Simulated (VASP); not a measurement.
Set up this calculation in VASP 6.6.1, as the native input.

```
Task                   : single point
Functional             : BLYP
Potentials or basis    : VASP PAW PBE potentials, release 64 (Sb)
Cutoff                 : 500 eV
k mesh                 : 11 × 11 × 11
Occupations            : fermi-dirac, width 0.1 eV
Spin                   : no spin polarisation
Dipole correction      : no
Further INCAR settings : ALGO = Normal; EDIFF = 1e-06; NBANDS = 8
```

The structure of Sb lies in POSCAR:

```
Sb
1.0
    3.0560894864      0.0000000000      0.0000000000
    0.0000000000      3.0560894864      0.0000000000
    0.0000000000      0.0000000000      3.0560894864
Sb
1
Direct
    0.0000000000      0.0000000000      0.0000000000
```

This cell differs from its parent crystal: volume scaled by 0.88.

These files were run (other wordings do the same):

INCAR

```
  AGGAC = 1.0
  AGGAX = 1.0
  ALDAC = 0.0
  ALDAX = 1.0
  ALGO = Normal
  EDIFF = 1E-6
  ENCUT = 500
  GGA = B5
  GGA_COMPAT = False
  ISIF = 2
  ISMEAR = -1
  LASPH = True
  LCHARG = True
  LELF = True
  LREAL = False
  LVHAR = True
  LWAVE = False
  NBANDS = 8
  NELM = 120
  PREC = Accurate
  SIGMA = 0.1
```

KPOINTS

```
k-points
0
Gamma
  11 11 11
```

Potentials or basis: VASP PAW PBE potentials, release 64 (Sb).

The run is started by

```sh
$ cat potpaw_PBE.64/Sb/POTCAR > POTCAR
$ mpirun -np 1 vasp_std > vasp.out
```

Results of the run:

```json
{"Pressure": "8.5 GPa"}
```

Caveat: the PAW data sets were made with another functional, which shifts forces and pressure a little.

Run time: 12 s on 1 thread of Intel(R) Xeon(R) Platinum 8488C (Sapphire Rapids), on a shared host, peak memory 0.13 GiB.
